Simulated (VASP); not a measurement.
# CoO (R-3m) in VASP: a series of runs

The runs below take CoO through single point, with PBE+U.

Program: VASP 6.6.1. These are calculated values, not measurements. Logs are shortened: lines on timing, memory, paths and dates and some standing lists are left out, and cuts for length are marked.

**1. The cell of the first run**

The structure is trigonal, space group R-3m (No. 166). The conventional cell has a = 3.051 Å, b = 3.051 Å, c = 7.416 Å, α = 90.00°, β = 90.00°, γ = 120.00°. Co (site symmetry -3m) has 6 O at 2.15 Å within 2.8 Å. Within 2.8 Å of O (site symmetry -3m) lie 6 Co at 2.15 Å.

**2. Single point, PBE+U**

INCAR

```
SYSTEM = CoO
ALGO     = Normal         ! electronic algorithm
EDIFF    = 1E-7           ! SCF threshold, eV
ENCUT    = 520            ! plane-wave cutoff, eV
GGA      = PE             ! functional
ISIF     = 2              ! what is computed and relaxed
ISMEAR   = 0              ! smearing method
LASPH    = .True.         ! aspherical terms in the spheres
LCHARG   = .True.         ! write CHGCAR
LDAU     = .True.         ! DFT+U
LDAUJ    = 0 0          
LDAUL    = 2 -1           ! shell
LDAUPRINT= 1            
LDAUTYPE = 2            
LDAUU    = 3.32 0         ! U, eV
LELF     = .True.         ! ELF
LMAXMIX  = 4              ! l up to which the mixer works
LREAL    = .False.        ! projectors in reciprocal space
LVHAR    = .True.       
LWAVE    = .False.        ! write WAVECAR
NBANDS   = 14             ! bands
NELM     = 150            ! most SCF steps
PREC     = Accurate       ! precision mode
SIGMA    = 0.02           ! smearing width, eV
```

KPOINTS

```
k-points
0
Gamma
  12 12 12
  0 0 0
```

POSCAR

```
CoO
1.0
    1.5252806262      0.8806211801      2.4720348897
   -1.5252806262      0.8806211801      2.4720348897
    0.0000000000     -1.7612423603      2.4720348897
Co O
1 1
Direct
    0.0000000000      0.0000000000      0.0000000000
    0.5000000000      0.5000000000      0.5000000000
```

Potentials or basis: VASP PAW PBE potentials, release 64 (Co, O).

Run with:

```
$ cat potpaw_PBE.64/Co/POTCAR potpaw_PBE.64/O/POTCAR > POTCAR
$ mpirun -np 1 vasp_std > vasp.out
```

OUTCAR:

```text
SYSTEM = CoO
   EDIFF = 1E-7
   ENCUT = 520
   GGA = PE
   ISIF = 2
   ISMEAR = 0
   LASPH = .True.
   LREAL = .False.
   NELM = 150
   PREC = Accurate

 ion  position               nearest neighbor table
   1  0.000  0.000  0.000-   2 2.15   2 2.15   2 2.15   2 2.15   2 2.15   2 2.15
   2  0.500  0.500  0.500-   1 2.15   1 2.15   1 2.15   1 2.15   1 2.15   1 2.15

  LATTYP: Found a trigonal (rhomboedric) cell.
 ALAT       =     3.0352810656
 COS(alpha) =     0.4949531368

  Lattice vectors:

 A1 = (   1.5252806262,   0.8806211801,   2.4720348897)
 A2 = (  -1.5252806262,   0.8806211801,   2.4720348897)
 A3 = (   0.0000000000,  -1.7612423603,   2.4720348897)

Analysis of symmetry for initial positions (statically):
=====================================================================
 Subroutine PRICEL returns:
 Original cell was already a primitive cell.

 Routine SETGRP: Setting up the symmetry group for a
 trigonal (rhombohedral) supercell.

 Subroutine GETGRP returns: Found 12 space group operations
 (whereof 12 operations were pure point group operations)
 out of a pool of 12 trial point group operations.

The static configuration has the point symmetry D_3d.

Analysis of symmetry for dynamics (positions and initial velocities):
=====================================================================
 Subroutine PRICEL returns:
 Original cell was already a primitive cell.

 Routine SETGRP: Setting up the symmetry group for a
 trigonal (rhombohedral) supercell.

 Subroutine GETGRP returns: Found 12 space group operations
 (whereof 12 operations were pure point group operations)
 out of a pool of 12 trial point group operations.

The dynamic configuration has the point symmetry D_3d.

 Subroutine INISYM returns: Found 12 space group operations
 (whereof 12 operations are pure point group operations),
 and found     1 'primitive' translations

----------------------------------------------------------------------------------------

                                     Primitive cell

  volume of cell :      19.9225

  direct lattice vectors                    reciprocal lattice vectors
     1.525280626  0.880621180  2.472034890     0.327808530  0.189260343  0.134841678
    -1.525280626  0.880621180  2.472034890    -0.327808530  0.189260343  0.134841678
     0.000000000 -1.761242360  2.472034890     0.000000000 -0.378520686  0.134841678

  length of vectors
     3.035281066  3.035281066  3.035281066     0.401821090  0.401821090  0.401821090

  position of ions in fractional coordinates (direct lattice)
     0.000000000  0.000000000  0.000000000
     0.500000000  0.500000000  0.500000000

  ion indices of the primitive-cell ions
   primitive index   ion index
                 1           1
                 2           2

----------------------------------------------------------------------------------------

 KPOINTS: k-points

Automatic generation of k-mesh.
 Grid dimensions read from file:
 generate k-points for:   12   12   12

 Generating k-lattice:

  Cartesian coordinates                     Fractional coordinates (reciprocal lattice)
     0.027317378  0.015771695  0.011236807     0.083333333 -0.000000000  0.000000000
    -0.027317378  0.015771695  0.011236807    -0.000000000  0.083333333  0.000000000
     0.000000000 -0.031543391  0.011236807     0.000000000  0.000000000  0.083333333

  Length of vectors
     0.033485091  0.033485091  0.033485091

  Shift w.r.t. Gamma in fractional coordinates (k-lattice)
     0.000000000  0.000000000  0.000000000

 Subroutine IBZKPT returns following result:
 ===========================================
[... 41 lines left out ...]
   ICHARG =      2    charge: 1-file 2-atom 10-const
   ISPIN  =      1    spin polarized calculation?
   LNONCOLLINEAR =      F non collinear calculations
   LSORBIT =      F    spin-orbit coupling
   LASPH  =      T    aspherical Exc in radial PAW
   ENCUT  =  520.0 eV  38.22 Ry    6.18 a.u.   5.64  5.64  5.64*2*pi/ulx,y,z
   NELM   =    150;   NELMIN=  2; NELMDL= -5     # of ELM steps
   EDIFF  = 0.1E-06   stopping-criterion for ELM
   LREAL  =      F    real-space projection
   EDIFFG = 0.1E-05   stopping-criterion for IOM
   NSW    =      0    number of steps for IOM
   IBRION =     -1    ionic relax: 0-MD 1-quasi-New 2-CG
   NFREE  =      0    steps in history (QN), initial steepest desc. (CG)
   ISIF   =      2    stress and relaxation
   ISYM   =      2    0-nonsym 1-usesym 2-fastsym
   POTIM  = 0.5000    time-step for ionic-motion
   TEBEG  =    0.0;   TEEND  =   0.0 temperature during run
   PSTRESS=    0.0 pullay stress
   NELECT =      15.0000    total number of electrons
   NUPDOWN=      -1.0000    fix difference up-down
   EMIN   =  10.00;   EMAX   =-10.00  energy-range for DOS
   EFERMI =   0.00;   METHOD = LEGACY
   ISMEAR =     0;   SIGMA  =   0.02  broadening in eV -4-tet -1-fermi 0-gaus
   EFERMI_NEDOS =   21; number of points for ismear=-14 and -15
   IALGO  =     38    algorithm
   IMIX   =      4    mixing-type and parameters
     AMIX     =   0.40;   BMIX     =  1.00
     AMIX_MAG =   1.60;   BMIX_MAG =  1.00
  volume/ion in A,a.u.               =       9.96        67.22
  Fermi-wavevector in a.u.,A,eV,Ry     =   1.489328  2.814422 30.179052  2.218098
  Thomas-Fermi vector in A             =   2.602250
   LORBIT       =      0    0 simple, 1 ext, 2 COOP (PROOUT), +10 PAW based schemes
 LDA+U is selected, type is set to LDAUTYPE =  2
   angular momentum for each species LDAUL =     2   -1
   U (eV)           for each species LDAUU =   3.3  0.0
   J (eV)           for each species LDAUJ =   0.0  0.0
   GGA     = PE    functional components
   LHFCALC =     F    Hartree Fock is set to
   AEXX    =    0.0000 exact exchange contribution
   IVDW    =     0    specifies the selected vdW correction
   LEPSILON=     F    determine dielectric tensor
   LRPA    =     F    only Hartree local field effects (RPA)
 non-spin polarized calculation
 Gauss-broadening in eV      SIGMA  =   0.02
  energy-cutoff  :      520.00
  volume of cell :       19.92
 maximum number of plane-waves:       547
   NGX = 11   NGY = 11   NGZ = 11

atom =   1  type =  1  l = 2

 onsite density matrix

spin component  1

  0.7705  0.0000  0.0000  0.2640  0.0000
  0.0000  0.5866 -0.0000 -0.0000  0.2640
  0.0000 -0.0000  0.9580 -0.0000  0.0000
  0.2640 -0.0000 -0.0000  0.5866 -0.0000
  0.0000  0.2640  0.0000 -0.0000  0.7705

spin component  2

  0.7705  0.0000  0.0000  0.2640  0.0000
  0.0000  0.5866 -0.0000 -0.0000  0.2640
  0.0000 -0.0000  0.9580 -0.0000  0.0000
  0.2640 -0.0000 -0.0000  0.5866 -0.0000
  0.0000  0.2640  0.0000 -0.0000  0.7705

 occupancies and eigenvectors

  o =  0.3990  v =  0.0000 -0.8151 -0.0000  0.0000  0.5793  0.0000  0.0000  0.0000  0.0000  0.0000      0.0000  0.0000  0.0000  0.0000  0.0000  0.0000  0.0000  0.0000  0.0000  0.0000
  o =  0.3990  v =  0.0000  0.0000  0.0000  0.0000  0.0000  0.0000 -0.8151 -0.0000  0.0000  0.5793      0.0000  0.0000  0.0000  0.0000  0.0000  0.0000  0.0000  0.0000  0.0000  0.0000
  o =  0.3990  v =  0.0000  0.0000  0.0000  0.0000  0.0000 -0.5793  0.0000  0.0000  0.8151  0.0000      0.0000  0.0000  0.0000  0.0000  0.0000  0.0000  0.0000  0.0000  0.0000  0.0000
  o =  0.3990  v = -0.5793  0.0000  0.0000  0.8151  0.0000  0.0000  0.0000  0.0000  0.0000  0.0000      0.0000  0.0000  0.0000  0.0000  0.0000  0.0000  0.0000  0.0000  0.0000  0.0000
  o =  0.9580  v =  0.0000  0.0000 -1.0000  0.0000  0.0000  0.0000  0.0000  0.0000  0.0000  0.0000      0.0000  0.0000  0.0000  0.0000  0.0000  0.0000  0.0000  0.0000  0.0000  0.0000
  o =  0.9580  v =  0.0000  0.0000  0.0000  0.0000  0.0000  0.0000  0.0000 -1.0000  0.0000  0.0000      0.0000  0.0000  0.0000  0.0000  0.0000  0.0000  0.0000  0.0000  0.0000  0.0000
  o =  0.9581  v = -0.8151  0.0000 -0.0000 -0.5793 -0.0000  0.0000  0.0000  0.0000  0.0000  0.0000      0.0000  0.0000  0.0000  0.0000  0.0000  0.0000  0.0000  0.0000  0.0000  0.0000
  o =  0.9581  v =  0.0000  0.0000  0.0000  0.0000  0.0000 -0.8151  0.0000 -0.0000 -0.5793 -0.0000      0.0000  0.0000  0.0000  0.0000  0.0000  0.0000  0.0000  0.0000  0.0000  0.0000
  o =  0.9581  v =  0.0000  0.0000  0.0000  0.0000  0.0000  0.0000  0.5793  0.0000 -0.0000  0.8151      0.0000  0.0000  0.0000  0.0000  0.0000  0.0000  0.0000  0.0000  0.0000  0.0000
  o =  0.9581  v =  0.0000  0.5793  0.0000 -0.0000  0.8151  0.0000  0.0000  0.0000  0.0000  0.0000      0.0000  0.0000  0.0000  0.0000  0.0000  0.0000  0.0000  0.0000  0.0000  0.0000

 number of electron      15.0000006 magnetization

 Free energy of the ion-electron system (eV)
  ---------------------------------------------------
  ext. energy  EPLUGINS =         0.00000000
  ---------------------------------------------------
  free energy    TOTEN  =       -10.37869469 eV

  energy without entropy =      -10.37794936  energy(sigma->0) =      -10.37832202

 E-fermi :   7.4814     XC(G=0): -12.2085

 val. band max:        7.4660562464   @ k =  -0.4167   0.3333   0.2500
 cond. band min:       7.4825126603   @ k =  -0.1667   0.1667   0.1667
 fundamental gap:      0.0164564139
 Fermi energy:         7.4814456594

 k-point     1 :       0.0000    0.0000    0.0000
  band No.  band energies     occupation
      1     -12.6587      2.00000
      2       4.2013      2.00000
      3       4.2013      2.00000
      4       4.2478      2.00000
      5       4.5433      2.00000
      6       4.5433      2.00000
      7       4.5748      2.00000
      8       6.6435      2.00000
      9       6.6435      2.00000
     10       8.5391      0.00000
     11      24.3259      0.00000
     12      24.8369      0.00000
     13      24.8369      0.00000
     14      25.0355      0.00000
[... 377 lines left out ...]
      1     -11.5205      2.00000
      2      -0.0329      2.00000
      3       1.9642      2.00000
      4       2.3669      2.00000
      5       5.3690      2.00000
      6       5.3820      2.00000
      7       5.7350      2.00000
      8       8.2029      0.00000
      9       8.8663      0.00000
     10      14.0281      0.00000
     11      16.4204      0.00000
     12      19.1692      0.00000
     13      21.6763      0.00000
     14      28.2187      0.00000

 [... further k-points ...]
[... 5 lines left out ...]
  --------------------------------------------------------------------------------------
  -------------------------------------------------------------------------------------
  Total       -2.9426293     -2.9426293     -2.7961642      0.0000000      0.0000000      0.0000000
  in kB     -236.6472222   -236.6472222   -224.8684532      0.0000000      0.0000000      0.0000000
  external PRESSURE =    -232.7209658 kB  Pullay stress =       0.0000000 kB

 VOLUME and BASIS-vectors are now :
 -----------------------------------------------------------------------------
  energy-cutoff  :      520.00
  volume of cell :       19.92
      direct lattice vectors                 reciprocal lattice vectors
     1.525280626  0.880621180  2.472034890     0.327808530  0.189260343  0.134841678
    -1.525280626  0.880621180  2.472034890    -0.327808530  0.189260343  0.134841678
     0.000000000 -1.761242360  2.472034890     0.000000000 -0.378520686  0.134841678

 POSITION                                       TOTAL-FORCE (eV/Angst)
 -----------------------------------------------------------------------------------
      0.00000      0.00000      0.00000        -0.000000      0.000000      0.000000
      0.00000     -0.00000      3.70805         0.000000     -0.000000     -0.000000
 -----------------------------------------------------------------------------------
    total drift:                               -0.000000      0.000000     -0.000000

  FREE ENERGIE OF THE ION-ELECTRON SYSTEM (eV)
  ---------------------------------------------------
  free  energy   TOTEN  =       -10.3786946889 eV

  energy  without entropy=      -10.3779493588  energy(sigma->0) =      -10.37832202
```

Run time: 1.9 min. Hardware: 1 thread of Intel Xeon 8259CL, shared host; peak memory 0.18 GiB.

What came out:

```yaml
Free_energy: -10.3787 eV
Pressure: -23.3 GPa
Band_gap_on_the_k_mesh: zero (an odd number of electrons rules out a gap without spin polarisation)
```

Eigenvalues of the final occupation matrices:
```tsv
site	spin	trace	eigenvalues
site 1 d	1	3.67	0.40 0.40 0.96 0.96 0.96
site 1 d	2	3.67	0.40 0.40 0.96 0.96 0.96
```

Caveat: the cell stands under tension; an odd number of electrons without spin polarisation forces a metal; a magnetic or distorted state may lie lower; the run has no spin polarisation, though such a crystal can be magnetic; U without spin polarisation on a metal has little footing. Spin polarisation is off, so any magnetic state and its effect on volume and gap are missing.

[end of part 1 of 2]
